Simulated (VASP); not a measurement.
CdBi3O:

```
Cd Bi O
1.0
     3.51451    0.00000    0.00000
     0.00000    3.51451    0.00000
     0.00000    0.00000   11.39655
Cd Bi O
1 3 1
Direct
  0.00000 0.00000 0.50000
  0.00000 0.00000 0.75873
  0.00000 0.00000 0.24127
  0.50000 0.50000 0.00000
  0.00000 0.00000 0.00000
```

The cell was built from a structure type or drawn by symmetry, and may not be a known phase.

| Quantity | Value |
| --- | --- |
| Program | VASP 6.6.1 |
| Task | relaxation of cell and atoms |
| Functional | PBE |
| Potentials or basis | VASP PAW PBE potentials, release 64 (Cd, Bi_d, O) |
| Cutoff | 600 eV |
| k mesh | 6 × 6 × 2 |
| Occupations | gaussian, width 0.1 eV |
| Spin | no spin polarisation |

At the start: pressure -0.3 GPa; volume 28.15 Å³/atom.

Problem. How do energy, volume and symmetry change on relaxing?

Solution. Over 19 steps the energy falls by 44.4 meV/atom and the volume is 28.37 Å³/atom (+0.8 %); space group P4/mmm (No. 123, to 0.1 Å) before and after.

Step by step:
```tsv
step	energy change (eV)	largest force (eV/Å)	pressure (GPa)	volume (Å³)
1	0.0000	0.2293	-0.29	140.77
2	-0.0624	0.4553	-0.12	139.70
3	-0.0883	0.6066	0.61	138.16
4	-0.0899	0.5928	0.41	138.48
5	-0.1304	0.5016	0.05	139.59
6	-0.1759	0.3749	-0.36	141.62
7	-0.1967	0.1797	-0.56	145.55
8	-0.2035	0.2317	1.03	141.03
9	-0.2154	0.0219	0.29	142.91
10	-0.2118	0.1112	-0.62	144.97
11	-0.2176	0.0503	-0.08	143.71
12	-0.2184	0.0667	0.01	143.25
13	-0.2188	0.0946	0.16	142.52
14	-0.2190	0.0919	0.14	142.48
15	-0.2197	0.0841	0.11	142.36
16	-0.2208	0.0692	0.08	142.12
17	-0.2214	0.0370	0.03	141.65
18	-0.2214	0.0457	0.04	141.77
19	-0.2220	0.0146	0.02	141.87
```

Final structure:
```
Cd Bi O
1.0
     3.39639    0.00000    0.00000
     0.00000    3.39639    0.00000
     0.00000    0.00000   12.29859
Cd Bi O
1 3 1
Direct
  0.00000 0.00000 0.50000
  0.00000 0.00000 0.73617
  0.00000 0.00000 0.26383
  0.50000 0.50000 0.00000
  0.00000 0.00000 0.00000
```

Caveat: an odd number of electrons without spin polarisation forces a metal; a magnetic or distorted state may lie lower.
